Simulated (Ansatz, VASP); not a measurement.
Two plane-wave programs on Ti

```xyz
1
Lattice="0.0000 1.9772 1.9772 1.9772 0.0000 1.9772 1.9772 1.9772 0.0000" Properties=species:S:1:pos:R:3 pbc="T T T"
Ti    0.0000    0.0000    0.0000
```

Change from the starting cell: strain -0.025 along x and y, -0.025 along z, atoms carried along.

Alike in both runs: task single point; functional PBEsol; k mesh 26 × 26 × 26; occupations gaussian, width 0.15 eV; no spin polarisation.

|  | VASP | Ansatz |
| --- | --- | --- |
| version | VASP 6.6.1 | Ansatz 0.2.0 |
| potentials or method | VASP PAW PBE potentials, release 64 (Ti_sv), cutoff 520 eV | scalar-relativistic, plane waves, PAW |
| valence electrons in the cell | 12 | 12 |

```tsv
	VASP	Ansatz	Ansatz less VASP
gap on the k mesh at the Fermi level (eV)	none	none	-
pressure (GPa)	9.5	10.0	+0.41
```

VASP's potentials were made for PBE, not for PBEsol. A gap of «none» marks a metal or a gap that the smearing closes. With one functional, cell and mesh, what is left measures potentials, basis and numerics.
